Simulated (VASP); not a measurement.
Runs of VASP 6.6.1 on Ag. The structure is that of space group Pm-3m (No. 221), or close to it. The cells are those of the table. 

| task | cell | k mesh for the DOS | occupations for the DOS | gap on the mesh (eV) | pressure (GPa) |
| --- | --- | --- | --- | --- | --- |
| single point | a = 2.128 Å, 1 atom | - | - | none | (b) |
| single point | a = 2.232 Å, 1 atom | - | - | none | 211.7 |
| single point | a = 2.415 Å, 1 atom | - | - | none | (a) |
| single point | a = 2.574 Å, 1 atom | - | - | none | 11.0 |
| single point | a = 2.328 Å, 1 atom | - | - | none | 115.2 |
| single point | a = 2.497 Å, 1 atom | - | - | none | 29.4 |

Alike in all rows: level LDA; potentials or basis VASP PAW LDA potentials, release 64 (Ag); no spin polarisation; k mesh 16 × 16 × 16; cutoff (eV) 520; smearing fermi-dirac 0.1 eV.

Fill in the values left out.

(a) 60.8; (b) 389.3.

A k mesh can miss the band edges, and the runs leave out spin-orbit coupling on Ag.

A gap of «none» marks levels without a gap at the run's occupations.
